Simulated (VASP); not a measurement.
A run of VASP 6.6.1:

The input POSCAR:

```
WC
1.0
    2.9005014360      0.0000000000      0.0000000000
   -1.4502507180      2.5119079273      0.0000000000
    0.0000000000      0.0000000000      2.8290000000
W C
1 1
Direct
    0.0000000000      0.0000000000     -0.1590668081
    0.6666666667      0.3333333333      0.5000000000
```

The input INCAR.step1:

```
PREC = Accurate ; ENCUT = 520
ISMEAR = 0 ; SIGMA = 0.15
LREAL = False ; LASPH = True
NELM = 60 ; NBANDS = 16
GGA = PE ; ALGO = Normal
EDIFF = 1E-4 ; LWAVE = True
LCHARG = False
```

INCAR.step2

```
PREC = Accurate ; ENCUT = 520
EDIFF = 1E-6 ; ISMEAR = 0
SIGMA = 0.15 ; LREAL = False
LASPH = True ; NELM = 60
ALGO = Normal ; ISIF = 2
LWAVE = False ; LCHARG = False
METAGGA = R2SCAN ; LMIXTAU = True
NBANDS = 16 ; ISTART = 1
```

Contents of KPOINTS:

```
Automatic mesh
0
Gamma
  18 18 16
```

Potentials or basis: VASP PAW PBE potentials, release 64 (W_sv, C).

The run is started by

```sh
$ cat potpaw_PBE.64/W_sv/POTCAR potpaw_PBE.64/C/POTCAR > POTCAR
$ cp INCAR.step1 INCAR
$ mpirun -np 1 vasp_std > vasp.out
$ cp INCAR.step2 INCAR
$ mpirun -np 1 vasp_std > vasp.out
```

Hardware: 1 thread of Intel Xeon 6975P-C, with other jobs on the host.

Question: Estimate the wall time of this run.

Answer: Wall time 4.8 min on 1 thread of Intel Xeon 6975P-C, on a shared host, peak memory 0.29 GiB. Counts: k points 522.
